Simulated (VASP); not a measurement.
MoS2:

```
Mo S
1.0
     3.16900    0.00000    0.00000
    -1.58450    2.74443    0.00000
     0.00000    0.00000   12.32400
Mo S
2 4
Direct
  0.33333 0.66667 0.25000
  0.66667 0.33333 0.75000
  0.33333 0.66667 0.62300
  0.66667 0.33333 0.12300
  0.33333 0.66667 0.87700
  0.66667 0.33333 0.37700
```

```yaml
Program: VASP 6.6.1
Task: relaxation of cell and atoms
Functional: LDA
Potentials_or_basis: VASP PAW LDA potentials, release 64 (Mo_sv, S)
Cutoff: 600 eV
k_mesh: 12 × 12 × 3
Occupations: gaussian, width 0.01 eV
Spin: no spin polarisation
```

At the start: pressure -5.5 GPa; volume 17.86 Å³/atom.

Task: Where does the relaxation end?

Result: Over 12 steps the energy falls by 12.1 meV/atom and the volume is 17.00 Å³/atom (-4.8 %); space group P6_3/mmc (No. 194, to 0.1 Å) before and after.

The path:
| step | energy change (eV) | largest force (eV/Å) | pressure (GPa) | volume (Å³) |
| --- | --- | --- | --- | --- |
| 1 | 0.0000 | 0.4649 | -5.53 | 107.18 |
| 2 | 0.2121 | 1.6243 | 12.90 | 97.90 |
| 3 | -0.0641 | 0.1473 | -0.36 | 104.03 |
| 4 | -0.0642 | 0.1609 | -0.23 | 103.97 |
| 5 | -0.0691 | 0.0355 | -0.07 | 103.40 |
| 6 | -0.0691 | 0.0365 | -0.07 | 103.41 |
| 7 | -0.0696 | 0.0349 | -0.06 | 103.28 |
| 8 | -0.0709 | 0.0302 | -0.01 | 102.91 |
| 9 | -0.0722 | 0.0202 | 0.10 | 102.16 |
| 10 | -0.0723 | 0.0172 | 0.13 | 101.95 |
| 11 | -0.0702 | 0.1328 | -1.01 | 102.36 |
| 12 | -0.0723 | 0.0004 | 0.00 | 102.00 |

Final structure:
```
Mo S
1.0
     3.12353    0.00000    0.00000
    -1.56176    2.70506    0.00000
     0.00000    0.00000   12.07193
Mo S
2 4
Direct
  0.33333 0.66667 0.25000
  0.66667 0.33333 0.75000
  0.33333 0.66667 0.62124
  0.66667 0.33333 0.12124
  0.33333 0.66667 0.87876
  0.66667 0.33333 0.37876
```
